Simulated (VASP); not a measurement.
# TiSi2 (Cmcm) in VASP: single point with PBE+D3(BJ)

Aim: the single point of TiSi2 with PBE+D3(BJ).

Everything below comes from runs of VASP 6.6.1. Logs are shortened: lines on timing, memory, paths and dates and some standing lists are left out, and cuts for length are marked.

## 1. The cell of the first run

Symmetry: Cmcm, No. 63, orthorhombic system. Conventional cell: a = 3.502 Å, b = 13.245 Å, c = 3.538 Å, α = 90.00°, β = 90.00°, γ = 90.00°. Within 3.4 Å of Ti (site symmetry m2m) lie 10 Si at 2.55 to 2.77 Å and 2 Ti at 3.23 Å. Si (site symmetry m2m) has 6 Si at 2.38 to 3.08 Å and 6 Ti at 2.55 to 2.77 Å within 3.1 Å. Si (site symmetry m2m) has 8 Si at 2.49 to 3.08 Å and 4 Ti at 2.63 to 2.64 Å within 3.3 Å.

## 2. Single point, PBE+D3(BJ)

INCAR reads:

```
SYSTEM = TiSi2
  ALGO = Normal
  EDIFF = 1E-6
  ENCUT = 500
  GGA = PE
  GGA_COMPAT = .FALSE.
  ISIF = 2
  ISMEAR = 0
  IVDW = 12
  LASPH = .TRUE.
  LCHARG = .FALSE.
  LREAL = .FALSE.
  LWAVE = .FALSE.
  NBANDS = 29
  NELM = 120
  PREC = Accurate
  SIGMA = 0.1
```

KPOINTS reads:

```
k-points
0
G
  12 12 10
  0 0 0
```

POSCAR reads:

```
TiSi2
1.0
    1.7512155084     -6.6224905918      0.0000000000
    1.7512155084      6.6224905918      0.0000000000
    0.0000000000      0.0000000000      3.5380962744
Ti Si
2 4
Direct
    0.8978344696      0.1021655304      0.7500000000
    0.1021655304      0.8978344696      0.2500000000
    0.5603403079      0.4396596921      0.7500000000
    0.4396596921      0.5603403079      0.2500000000
    0.2496103224      0.7503896776      0.7500000000
    0.7503896776      0.2496103224      0.2500000000
```

Potentials or basis: VASP PAW PBE potentials, release 64 (Ti_sv, Si).

Started as:

```
$ cat potpaw_PBE.64/Ti_sv/POTCAR potpaw_PBE.64/Si/POTCAR > POTCAR
$ mpirun -np 1 vasp_std > vasp.out
```

OUTCAR:

```text
SYSTEM = TiSi2
   EDIFF = 1E-6
   ENCUT = 500
   GGA = PE
   ISIF = 2
   ISMEAR = 0
   IVDW = 12
   LASPH = .TRUE.
   LREAL = .FALSE.
   NELM = 120
   PREC = Accurate
 IVDW          = 12

 ion  position               nearest neighbor table
   1  0.898  0.102  0.750-   4 2.55   4 2.55   4 2.55   4 2.55   5 2.63   5 2.63   6 2.64   6 2.64
                             3 2.77   3 2.77
   2  0.102  0.898  0.250-   3 2.55   3 2.55   3 2.55   3 2.55   6 2.63   6 2.63   5 2.64   5 2.64
                             4 2.77   4 2.77
   3  0.560  0.440  0.750-   4 2.38   4 2.38   2 2.55   2 2.55   2 2.55   2 2.55   1 2.77   1 2.77
                             5 3.06   5 3.06   6 3.08   6 3.08
   4  0.440  0.560  0.250-   3 2.38   3 2.38   1 2.55   1 2.55   1 2.55   1 2.55   2 2.77   2 2.77
                             6 3.06   6 3.06   5 3.08   5 3.08
   5  0.250  0.750  0.750-   6 2.49   6 2.49   6 2.49   6 2.49   1 2.63   1 2.63   2 2.64   2 2.64
                             3 3.06   3 3.06   4 3.08   4 3.08
   6  0.750  0.250  0.250-   5 2.49   5 2.49   5 2.49   5 2.49   2 2.63   2 2.63   1 2.64   1 2.64
                             4 3.06   4 3.06   3 3.08   3 3.08

  LATTYP: Found a base centered orthorhombic cell.
 ALAT       =     3.5024310168
 B/A-ratio  =     3.7816536914
 C/A-ratio  =     1.0101830007

  Lattice vectors:

 A1 = (   1.7512155084,  -6.6224905918,   0.0000000000)
 A2 = (   1.7512155084,   6.6224905918,   0.0000000000)
 A3 = (   0.0000000000,   0.0000000000,   3.5380962744)

Analysis of symmetry for initial positions (statically):
=====================================================================
 Subroutine PRICEL returns:
 Original cell was already a primitive cell.

 Routine SETGRP: Setting up the symmetry group for a
 base centered orthorhombic supercell.

 Subroutine GETGRP returns: Found  8 space group operations
 (whereof  4 operations were pure point group operations)
 out of a pool of  8 trial point group operations.

The static configuration has the point symmetry C_2h.
 The point group associated with its full space group is D_2h.

Analysis of symmetry for dynamics (positions and initial velocities):
=====================================================================
 Subroutine PRICEL returns:
 Original cell was already a primitive cell.

 Routine SETGRP: Setting up the symmetry group for a
 base centered orthorhombic supercell.

 Subroutine GETGRP returns: Found  8 space group operations
 (whereof  4 operations were pure point group operations)
 out of a pool of  8 trial point group operations.

[... 114 lines left out ...]
   NFREE  =      0    steps in history (QN), initial steepest desc. (CG)
   ISIF   =      2    stress and relaxation
   ISYM   =      2    0-nonsym 1-usesym 2-fastsym
   POTIM  = 0.5000    time-step for ionic-motion
   TEBEG  =    0.0;   TEEND  =   0.0 temperature during run
   PSTRESS=    0.0 pullay stress
   NELECT =      40.0000    total number of electrons
   NUPDOWN=      -1.0000    fix difference up-down
   EMIN   =  10.00;   EMAX   =-10.00  energy-range for DOS
   EFERMI =   0.00;   METHOD = LEGACY
   ISMEAR =     0;   SIGMA  =   0.10  broadening in eV -4-tet -1-fermi 0-gaus
   EFERMI_NEDOS =   21; number of points for ismear=-14 and -15
   IALGO  =     38    algorithm
   IMIX   =      4    mixing-type and parameters
     AMIX     =   0.40;   BMIX     =  1.00
     AMIX_MAG =   1.60;   BMIX_MAG =  1.00
  volume/ion in A,a.u.               =      13.68        92.30
  Fermi-wavevector in a.u.,A,eV,Ry     =   1.288372  2.434670 22.584346  1.659903
  Thomas-Fermi vector in A             =   2.420330
   LORBIT       =      0    0 simple, 1 ext, 2 COOP (PROOUT), +10 PAW based schemes
   GGA     = PE    functional components
   LHFCALC =     F    Hartree Fock is set to
   AEXX    =    0.0000 exact exchange contribution
   IVDW    =    12    specifies the selected vdW correction
   LEPSILON=     F    determine dielectric tensor
   LRPA    =     F    only Hartree local field effects (RPA)
 non-spin polarized calculation
 Gauss-broadening in eV      SIGMA  =   0.10
  energy-cutoff  :      500.00
  volume of cell :       82.07
 maximum number of plane-waves:      2112
 NGX is ok and might be reduce to    50
   NGX = 25   NGY = 25   NGZ = 13

 number of electron      40.0000010 magnetization

 Free energy of the ion-electron system (eV)
  ---------------------------------------------------
  ext. energy  EPLUGINS =         0.00000000
  ---------------------------------------------------
  free energy    TOTEN  =       -40.67099572 eV

  energy without entropy =      -40.66312101  energy(sigma->0) =      -40.66705837

 E-fermi :  11.0295     XC(G=0): -11.8069

 val. band max:       11.0288085900   @ k =  -0.4167   0.3333   0.3000
 cond. band min:      11.0372017994   @ k =  -0.3333   0.2500   0.3000
 fundamental gap:      0.0083932095
 Fermi energy:        11.0294501357

 k-point     1 :       0.0000    0.0000    0.0000
  band No.  band energies     occupation
      1     -45.6945      2.00000
      2     -45.6818      2.00000
      3     -22.0634      2.00000
      4     -22.0232      2.00000
      5     -22.0195      2.00000
      6     -22.0027      2.00000
[... 757 lines left out ...]
     28      14.1592      0.00000
     29      15.0056      0.00000

 [... further k-points ...]

------------------------ aborting loop because EDIFF is reached ----------------------------------------

 Edisp (eV)   -3.30593

 E8    (eV) :    -1.4412

  FORCE on cell =-STRESS in cart. coord.  units (eV):
  Direction    XX          YY          ZZ          XY          YZ          ZX
  --------------------------------------------------------------------------------------
  -------------------------------------------------------------------------------------
  Total      -0.01428    -0.01555    -0.00504     0.00000     0.00000     0.00000
  in kB      -0.27870    -0.30357    -0.09844     0.00000     0.00000     0.00000
  external pressure =       -0.23 kB  Pullay stress =        0.00 kB

 VOLUME and BASIS-vectors are now :
 -----------------------------------------------------------------------------
  energy-cutoff  :      500.00
  volume of cell :       82.07
      direct lattice vectors                 reciprocal lattice vectors
     1.751215508 -6.622490592  0.000000000     0.285515973 -0.075500296  0.000000000
     1.751215508  6.622490592  0.000000000     0.285515973  0.075500296  0.000000000
     0.000000000  0.000000000  3.538096274     0.000000000  0.000000000  0.282637871

 POSITION                                       TOTAL-FORCE (eV/Angst)
 -----------------------------------------------------------------------------------
      1.75122     -5.26931      2.65357         0.000000     -0.000740     -0.000000
      1.75122      5.26931      0.88452         0.000000      0.000740      0.000000
      1.75122     -0.79921      2.65357         0.000000     -0.004230      0.000000
      1.75122      0.79921      0.88452         0.000000      0.004230      0.000000
      1.75122      3.31641      2.65357         0.000000     -0.000367      0.000000
      1.75122     -3.31641      0.88452         0.000000      0.000367      0.000000
 -----------------------------------------------------------------------------------
    total drift:                                0.000000     -0.000000      0.000000

  FREE ENERGIE OF THE ION-ELECTRON SYSTEM (eV)
  ---------------------------------------------------
  free  energy   TOTEN  =       -43.9769301275 eV

  energy  without entropy=      -43.9690554159  energy(sigma->0) =      -43.97299277
```

OSZICAR:

```text
N       E                     dE             d eps       ncg     rms          rms(c)
DAV:   1     0.386337195131E+03    0.38634E+03   -0.18507E+04 14964   0.143E+03
DAV:   2     0.135681306028E+01   -0.38498E+03   -0.37402E+03 15072   0.424E+02
DAV:   3    -0.409295736147E+02   -0.42286E+02   -0.41522E+02 24903   0.118E+02
DAV:   4    -0.441845540449E+02   -0.32550E+01   -0.32324E+01 21051   0.295E+01
DAV:   5    -0.443664858132E+02   -0.18193E+00   -0.18186E+00 22516   0.602E+00    0.198E+01
DAV:   6    -0.413921738381E+02    0.29743E+01   -0.34865E+01 20847   0.413E+01    0.757E+00
DAV:   7    -0.407680801730E+02    0.62409E+00   -0.82037E+00 20079   0.212E+01    0.597E+00
DAV:   8    -0.406705129695E+02    0.97567E-01   -0.76501E-01 20058   0.657E+00    0.933E-01
DAV:   9    -0.406703942367E+02    0.11873E-03   -0.63835E-02 21329   0.172E+00    0.648E-01
DAV:  10    -0.406711058919E+02   -0.71166E-03   -0.99903E-03 21105   0.765E-01    0.206E-01
DAV:  11    -0.406710081904E+02    0.97701E-04   -0.21370E-03 20982   0.359E-01    0.384E-02
DAV:  12    -0.406709945734E+02    0.13617E-04   -0.14956E-04 19816   0.919E-02    0.109E-02
DAV:  13    -0.406709957101E+02   -0.11367E-05   -0.72587E-06 20562   0.184E-02    0.335E-03
DAV:  14    -0.406709957226E+02   -0.12515E-07   -0.18427E-06 13690   0.105E-02
   1 F= -.43976930E+02 E0= -.43972993E+02  d E =-.787471E-02
```

stdout:

```text
POSCAR found type information on POSCAR TiSi
 POSCAR found :  2 types and       6 ions
 scaLAPACK will be used
 LDA part: xc-table for (Slater+PW92), standard interpolation
 POSCAR, INCAR and KPOINTS ok, starting setup
 FFT: planning ... GRIDC
 FFT: planning ... GRID_SOFT
 FFT: planning ... GRID
 WAVECAR not read
 entering main loop
```

It took 16 min on 1 thread of Intel Xeon 6975P-C, shared host; peak memory 0.6 GiB.

Results:

- Free energy: -43.9769 eV
- Pressure: 0.0 GPa
- Largest force: 0.004 eV/Å
- Band gap on the k mesh: zero (band 20 reaches 11.46 eV, above the bottom of band 21 at 10.43 eV)
- Dispersion energy per atom: -0.551 eV

Forces on the atoms (eV/Å):
```
Ti   0.000 -0.001  0.000
Ti   0.000  0.001  0.000
Si   0.000 -0.004  0.000
Si   0.000  0.004  0.000
Si   0.000  0.000  0.000
Si   0.000  0.000  0.000
```

Caveat: pairwise dispersion overbinds metals, which lowers pressure and volume.
